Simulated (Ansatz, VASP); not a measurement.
# CuO2: VASP beside Ansatz

```
Cu O
1.0
     0.00000    2.38448    2.38448
     2.38448    0.00000    2.38448
     2.38448    2.38448    0.00000
Cu O
1 2
Direct
  0.00000 0.00000 0.00000
  0.25000 0.25000 0.25000
  0.75000 0.75000 0.75000
```

Alike in both runs: task single point; functional PBEsol; k mesh 16 × 16 × 16; occupations gaussian, width 0.1 eV; collinear spin.

|  | VASP | Ansatz |
| --- | --- | --- |
| version | VASP 6.6.1 | Ansatz 0.2.0 |
| potentials or method | VASP PAW PBE potentials, release 64 (Cu, O), cutoff 520 eV | scalar-relativistic, plane waves, PAW |
| valence electrons in the cell | 23 | 31 |

```tsv
	VASP	Ansatz	Ansatz less VASP
gap on the k mesh at the Fermi level (eV)	none	none	-
pressure (GPa)	0.8	0.0	-0.75
net moment per atom (μB)	0.64	0.64	-0.003
size of the moment on the site where the two differ most (μB)	0.57	0.63	+0.055
```

VASP's potentials were made for PBE, not for PBEsol. Site moments also hang on the region over which each program counts them. A gap of «none» marks a metal or a gap that the smearing closes. With one functional, cell and mesh, what is left measures potentials, basis and numerics. VASP's potentials hold 23 valence electrons a cell and Ansatz's 31, so a difference there can come from the potentials and not from the codes.
